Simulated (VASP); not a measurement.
Wanted: the native input for a VASP 6.6.1 run.

```yaml
Task: single point
Functional: PBEsol
Potentials_or_basis: VASP PAW PBE potentials, release 64 (Sn_d, Te)
Cutoff: 520 eV
k_mesh: 4 × 4 × 4
Occupations: fermi-dirac, width 0.1 eV
Spin: non-collinear spin, zero start, spin-orbit coupling
Starting_moments: "[[0.0, 0.0, 0.0], [0.0, 0.0, 0.0]] μB"
Dipole_correction: no
Further_INCAR_settings: ALGO = Normal; EDIFF = 1e-06; NBANDS = 32
```

The structure of SnTe lies in POSCAR:

```
SnTe
1.0
    0.0000000000      3.6111460000      3.6111460000
    3.6111460000      0.0000000000      3.6111460000
    3.6111460000      3.6111460000      0.0000000000
Sn Te
1 1
Direct
    0.0000000000      0.0000000000      0.0000000000
    0.7500000000      0.7500000000      0.7500000000
```

The input as run:

INCAR

```
SYSTEM = SnTe
ALGO = Normal
EDIFF = 1E-6
ENCUT = 520
GGA = PS
GGA_COMPAT = .FALSE.
ISIF = 2
ISMEAR = -1
LASPH = .TRUE.
LCHARG = .FALSE.
LORBIT = 11
LORBMOM = .TRUE.
LREAL = .FALSE.
LSORBIT = .TRUE.
LWAVE = .FALSE.
MAGMOM = 0 0 0 0 0 0
NBANDS = 32
NELM = 150
PREC = Accurate
SIGMA = 0.1
```

KPOINTS

```
k-points
0
G
  4 4 4
  0 0 0
```

Potentials or basis: VASP PAW PBE potentials, release 64 (Sn_d, Te).

The run is started by

```sh
$ cat potpaw_PBE.64/Sn_d/POTCAR potpaw_PBE.64/Te/POTCAR > POTCAR
$ mpirun -np 1 vasp_ncl > vasp.out
```

Results of the run:

```yaml
Pressure: -1.8 GPa
Net_moment: 0.00 μB per cell
Valence_electrons_inside_the_program's_atomic_spheres: Sn 12.05; Te 3.34
```

Caveat: the k points lie up to 0.38 Å⁻¹ apart; the PAW data sets were made with another functional, which shifts forces and pressure a little.

Wall time 2.1 min on 1 thread of AMD EPYC 7R13, with other jobs on the host, peak memory 0.46 GiB.
